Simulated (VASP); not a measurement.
Write the native input for VASP 6.6.1 that does the following.

```yaml
Task: single point
Functional: PBE
Potentials_or_basis: VASP PAW PBE potentials, release 64 (W_sv, C)
Cutoff: 520 eV
k_mesh: 12 × 12 × 4
Occupations: gaussian, width 0.1 eV
Spin: no spin polarisation
Dipole_correction: no
Further_INCAR_settings: ALGO = Normal; EDIFF = 1e-06; NBANDS = 23
```

The structure of WC4 lies in POSCAR:

```
WC4
1.0
    2.5110632489      0.0000000000      0.0000000000
   -1.2555316244      2.1746445641      0.0000000000
    0.0000000000      0.0000000000     14.0077174579
W C
1 4
Direct
    0.0000000000      0.0000000000      0.0000000000
    0.6666666667      0.3333333333      0.3424827808
    0.3333333333      0.6666666667      0.3424827808
    0.3333333333      0.6666666667      0.6575172192
    0.6666666667      0.3333333333      0.6575172192
```

The input as run:

INCAR

```
SYSTEM = WC4
PREC = Accurate
ENCUT = 520
EDIFF = 1E-6
ISMEAR = 0
SIGMA = 0.1
LREAL = .False.
LASPH = .True.
NELM = 80
ALGO = Normal
ISIF = 2
LWAVE = .False.
LCHARG = .False.
GGA = PE
NBANDS = 23
```

KPOINTS

```
Automatic mesh
0
Gamma
  12 12 4
  0 0 0
```

Potentials or basis: VASP PAW PBE potentials, release 64 (W_sv, C).

Command:

```sh
$ cat potpaw_PBE.64/W_sv/POTCAR potpaw_PBE.64/C/POTCAR > POTCAR
$ mpirun -np 1 vasp_std > vasp.out
```

It gave:

```
Pressure               : 0.5 GPa
Band gap on the k mesh : zero (band 15 reaches 4.21 eV, above the bottom of band 16 at 1.69 eV)
```

Caveat: spin-orbit coupling is left out, which moves the levels of the heavy elements.

Wall time 52 s on 1 thread of AMD EPYC 9R45 96-Core Processor (Zen 5) (shared host), peak memory 0.22 GiB.
